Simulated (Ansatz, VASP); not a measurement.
## One calculation of Ca2Ge3, two programs

The input INCAR:

```
  PREC = Accurate
  ENCUT = 600
  EDIFF = 1E-6
  ISMEAR = 0
  SIGMA = 0.1
  LREAL = F
  LASPH = T
  NELM = 100
  ALGO = Normal
  ISIF = 3
  LWAVE = F
  LCHARG = F
  GGA = PE
  IBRION = 2
  NSW = 100
  EDIFFG = -0.01
```

The input KPOINTS:

```
Automatic mesh
0
Gamma
  12 12 4
```

The input POSCAR:

```
Ca2Ge3
1.0
    3.9267195327      0.0000000000      0.0000000000
   -1.9633597664      3.4006388689      0.0000000000
    0.0000000000      0.0000000000      9.5809546371
Ca Ge
2 3
Direct
    0.3333333333      0.6666666667      0.2847744788
    0.6666666667      0.3333333333      0.7152255212
    0.3333333333      0.6666666667      0.9407129165
    0.6666666667      0.3333333333      0.0592870835
    0.0000000000      0.0000000000      0.5000000000
```

Input for Ansatz:

```yaml
crystal:
  lattice:
    - [3.9267195327, 0.0, 0.0]
    - [-1.9633597664, 3.4006388689, 0.0]
    - [0.0, 0.0, 9.5809546371]
  atoms:
    - { symbol: Ca, position: [0.3333333333, 0.6666666667, 0.2847744788] }
    - { symbol: Ca, position: [0.6666666667, 0.3333333333, 0.7152255212] }
    - { symbol: Ge, position: [0.3333333333, 0.6666666667, 0.9407129165] }
    - { symbol: Ge, position: [0.6666666667, 0.3333333333, 0.0592870835] }
    - { symbol: Ge, position: [0.0, 0.0, 0.5] }
basis:
  ecutwfc: 420
kpoints:
  mp_grid: { grid: [12, 12, 4] }
hamiltonian:
  xc: pbe
scf:
  occupations: { method: gaussian, width: 0.1 }
output:
  forces: true
  stress: true
  eigenvalues: true
relax:
  adjacent_minimum: "off"
  f_tol: 0.01
  max_steps: 80
  cell: { stress_tol: 0.05 }
```

Alike in both runs: task relaxation of cell and atoms; functional PBE; k mesh 12 × 12 × 4; occupations gaussian, width 0.1 eV; no spin polarisation.

```csv
,VASP,Ansatz
version,VASP 6.6.1,Ansatz 0.2.0
potentials or method,"VASP PAW PBE potentials, release 64 (Ca_sv, Ge_d), cutoff 600 eV","scalar-relativistic, plane waves, PAW"
valence electrons in the cell,62,62
```

|  | VASP | Ansatz | Ansatz less VASP |
| --- | --- | --- | --- |
| gap on the k mesh at the Fermi level, each at its own relaxed structure (eV) | none | none | - |
| relaxed volume (Å³/atom) | 25.80 | 25.72 | -0.078 |
| relaxed cell length with the largest relative difference (Å) | 3.940 | 3.934 | -0.0063 |

A gap of «none» marks a metal or a gap that the smearing closes.
